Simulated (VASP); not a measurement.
# Ge (Cmmm) in VASP: single point with r2SCAN

Aim: the single point of Ge with r2SCAN.

All numbers are computed with VASP 6.6.1; they aren't measurements. Logs are shortened: lines on timing, memory, paths and dates and some standing lists are left out, and cuts for length are marked.

## Step 1: The cell of the first run

It takes space group Cmmm (No. 65, orthorhombic). Conventional cell: a = 2.794 Å, b = 5.201 Å, c = 2.698 Å, α = 90.00°, β = 90.00°, γ = 90.00°. Within 3.6 Å of Ge (site symmetry mmm) lie 8 Ge at 2.70 to 2.95 Å.

## Step 2: Single point, r2SCAN

POSCAR reads:

```
Ge
1.0
    1.3971490000     -2.6005160000      0.0000000000
    1.3971490000      2.6005160000      0.0000000000
    0.0000000000      0.0000000000      2.6982310000
Ge
1
Direct
    0.5000000000      0.5000000000      0.0000000000
```

INCAR.step1 reads:

```
SYSTEM = Ge
ALGO = Normal
EDIFF = 1E-4
ENCUT = 520
GGA = PE
ISMEAR = 0
LASPH = .True.
LCHARG = .False.
LREAL = .False.
LWAVE = .True.
NBANDS = 13
NELM = 60
PREC = Accurate
SIGMA = 0.15
```

INCAR.step2 reads:

```
SYSTEM = Ge
ALGO = Normal
EDIFF = 1E-6
ENCUT = 520
ISIF = 2
ISMEAR = 0
ISTART = 1
LASPH = .True.
LCHARG = .False.
LMIXTAU = .True.
LREAL = .False.
LWAVE = .False.
METAGGA = R2SCAN
NBANDS = 13
NELM = 60
PREC = Accurate
SIGMA = 0.15
```

KPOINTS reads:

```
k-points
0
Gamma
  20 20 18
  0 0 0
```

Potentials or basis: VASP PAW PBE potentials, release 64 (Ge_d).

Started as:

```console
> cat potpaw_PBE.64/Ge_d/POTCAR > POTCAR
> cp INCAR.step1 INCAR
> mpirun -np 1 vasp_std > vasp.out
> cp INCAR.step2 INCAR
> mpirun -np 1 vasp_std > vasp.out
```

OUTCAR:

```text
SYSTEM = Ge
   EDIFF = 1E-6
   ENCUT = 520
   ISIF = 2
   ISMEAR = 0
   ISTART = 1
   LASPH = .True.
   LREAL = .False.
   METAGGA = R2SCAN
   NELM = 60
   PREC = Accurate

 ion  position               nearest neighbor table
   1  0.500  0.500  0.000-

  LATTYP: Found a base centered orthorhombic cell.
 ALAT       =     2.7942980000
 B/A-ratio  =     1.8613018368
 C/A-ratio  =     0.9656203454

  Lattice vectors:

 A1 = (   1.3971490000,  -2.6005160000,   0.0000000000)
 A2 = (   1.3971490000,   2.6005160000,   0.0000000000)
 A3 = (   0.0000000000,   0.0000000000,   2.6982310000)

Analysis of symmetry for initial positions (statically):
=====================================================================
 Subroutine PRICEL returns:
 Original cell was already a primitive cell.

 Routine SETGRP: Setting up the symmetry group for a
 base centered orthorhombic supercell.

 Subroutine GETGRP returns: Found  8 space group operations
 (whereof  8 operations were pure point group operations)
 out of a pool of  8 trial point group operations.

The static configuration has the point symmetry D_2h.

Analysis of symmetry for dynamics (positions and initial velocities):
=====================================================================
 Subroutine PRICEL returns:
 Original cell was already a primitive cell.

 Routine SETGRP: Setting up the symmetry group for a
 base centered orthorhombic supercell.

 Subroutine GETGRP returns: Found  8 space group operations
 (whereof  8 operations were pure point group operations)
 out of a pool of  8 trial point group operations.

The dynamic configuration has the point symmetry D_2h.

 Subroutine INISYM returns: Found  8 space group operations
 (whereof  8 operations are pure point group operations),
 and found     1 'primitive' translations

----------------------------------------------------------------------------------------

                                     Primitive cell

  volume of cell :      19.6070

  direct lattice vectors                    reciprocal lattice vectors
     1.397149000 -2.600516000  0.000000000     0.357871637 -0.192269534  0.000000000
     1.397149000  2.600516000  0.000000000     0.357871637  0.192269534  0.000000000
     0.000000000  0.000000000  2.698231000     0.000000000  0.000000000  0.370613191

  length of vectors
     2.952068562  2.952068562  2.698231000     0.406250763  0.406250763  0.370613191
[... 85 lines left out ...]
   ISIF   =      2    stress and relaxation
   ISYM   =      2    0-nonsym 1-usesym 2-fastsym
   POTIM  = 0.5000    time-step for ionic-motion
   TEBEG  =    0.0;   TEEND  =   0.0 temperature during run
   PSTRESS=    0.0 pullay stress
   NELECT =      14.0000    total number of electrons
   NUPDOWN=      -1.0000    fix difference up-down
   EMIN   =  10.00;   EMAX   =-10.00  energy-range for DOS
   EFERMI =   0.00;   METHOD = LEGACY
   ISMEAR =     0;   SIGMA  =   0.15  broadening in eV -4-tet -1-fermi 0-gaus
   EFERMI_NEDOS =   21; number of points for ismear=-14 and -15
   IALGO  =     38    algorithm
   IMIX   =      4    mixing-type and parameters
     AMIX     =   0.40;   BMIX     =  1.00
     AMIX_MAG =   1.60;   BMIX_MAG =  1.00
  volume/ion in A,a.u.               =      19.61       132.31
  Fermi-wavevector in a.u.,A,eV,Ry     =   1.463234  2.765111 29.130796  2.141053
  Thomas-Fermi vector in A             =   2.579353
   LORBIT       =      0    0 simple, 1 ext, 2 COOP (PROOUT), +10 PAW based schemes
   METAGGA = R2SCAN    functional components
   LHFCALC =     F    Hartree Fock is set to
   AEXX    =    0.0000 exact exchange contribution
   IVDW    =     0    specifies the selected vdW correction
   LEPSILON=     F    determine dielectric tensor
   LRPA    =     F    only Hartree local field effects (RPA)
 non-spin polarized calculation
 Gauss-broadening in eV      SIGMA  =   0.15
  energy-cutoff  :      520.00
  volume of cell :       19.61
 maximum number of plane-waves:       541
 NGX is ok and might be reduce to    24
   NGX = 11   NGY = 11   NGZ = 11

 number of electron      14.0000003 magnetization

 Free energy of the ion-electron system (eV)
  ---------------------------------------------------
  ext. energy  EPLUGINS =         0.00000000
  ---------------------------------------------------
  free energy    TOTEN  =       -13.47864916 eV

  energy without entropy =      -13.47401281  energy(sigma->0) =      -13.47633099

 E-fermi :   6.1226     XC(G=0): -12.0759

 val. band max:        6.1089977316   @ k =  -0.3000   0.1000   0.2778
 cond. band min:       6.1236971822   @ k =  -0.4500   0.1000   0.3889
 fundamental gap:      0.0146994506
 Fermi energy:         6.1226206145

 k-point     1 :       0.0000    0.0000    0.0000
  band No.  band energies     occupation
      1     -19.3887      2.00000
      2     -19.3230      2.00000
      3     -19.2690      2.00000
      4     -19.1582      2.00000
      5     -19.1399      2.00000
      6      -7.3979      2.00000
      7      13.0921      0.00000
      8      13.6078      0.00000
      9      15.1982      0.00000
     10      16.6719      0.00000
     11      19.3749      0.00000
     12      21.8977      0.00000
     13      22.2161      0.00000
[... 354 lines left out ...]
  band No.  band energies     occupation
      1     -19.3559      2.00000
      2     -19.2879      2.00000
      3     -19.2107      2.00000
      4     -19.1843      2.00000
      5     -19.1638      2.00000
      6      -4.7230      2.00000
      7       4.8425      2.00000
      8       9.6266      0.00000
      9      15.5179      0.00000
     10      15.7865      0.00000
     11      20.3291      0.00000
     12      26.9197      0.00000
     13      27.7928      0.00000

 [... further k-points ...]

------------------------ aborting loop because EDIFF is reached ----------------------------------------

  FORCE on cell =-STRESS in cart. coord.  units (eV):
  Direction    XX          YY          ZZ          XY          YZ          ZX
  --------------------------------------------------------------------------------------
  -------------------------------------------------------------------------------------
  Total       -0.3097790     -0.4605775     -0.4493914      0.0000000      0.0000000      0.0000000
  in kB      -25.3134382    -37.6358643    -36.7218039      0.0000000      0.0000000      0.0000000
  external PRESSURE =     -33.2237021 kB  Pullay stress =       0.0000000 kB

 VOLUME and BASIS-vectors are now :
 -----------------------------------------------------------------------------
  energy-cutoff  :      520.00
  volume of cell :       19.61
      direct lattice vectors                 reciprocal lattice vectors
     1.397149000 -2.600516000  0.000000000     0.357871637 -0.192269534  0.000000000
     1.397149000  2.600516000  0.000000000     0.357871637  0.192269534  0.000000000
     0.000000000  0.000000000  2.698231000     0.000000000  0.000000000  0.370613191

 POSITION                                       TOTAL-FORCE (eV/Angst)
 -----------------------------------------------------------------------------------
      1.39715      0.00000      0.00000        -0.000000     -0.000000      0.000000
 -----------------------------------------------------------------------------------
    total drift:                               -0.000000     -0.000000     -0.000000

  FREE ENERGIE OF THE ION-ELECTRON SYSTEM (eV)
  ---------------------------------------------------
  free  energy   TOTEN  =       -13.4786491611 eV

  energy  without entropy=      -13.4740128131  energy(sigma->0) =      -13.47633099
```

OUTCAR.step1:

```text
SYSTEM = Ge
   EDIFF = 1E-4
   ENCUT = 520
   GGA = PE
   ISMEAR = 0
   LASPH = .True.
[... 604 lines left out ...]
 -----------------------------------------------------------------------------------
      1.39715      0.00000      0.00000         0.000000      0.000000      0.000000
 -----------------------------------------------------------------------------------
    total drift:                               -0.000000     -0.000000     -0.000000

  FREE ENERGIE OF THE ION-ELECTRON SYSTEM (eV)
  ---------------------------------------------------
  free  energy   TOTEN  =        -4.2712805622 eV

  energy  without entropy=       -4.2665278480  energy(sigma->0) =       -4.26890421
```

Run time: 5.7 min. Hardware: 1 thread of AMD EPYC 9R45 (Zen 5), shared host; peak memory 0.33 GiB.

Results:

- Free energy: -13.4786 eV
- Pressure: -3.3 GPa
- Band gap on the k mesh: zero (bands 7 and 8 overlap by 10.11 eV)

Caveat: the cell stands under tension; the PAW data sets were made with another functional, which shifts forces and pressure a little.
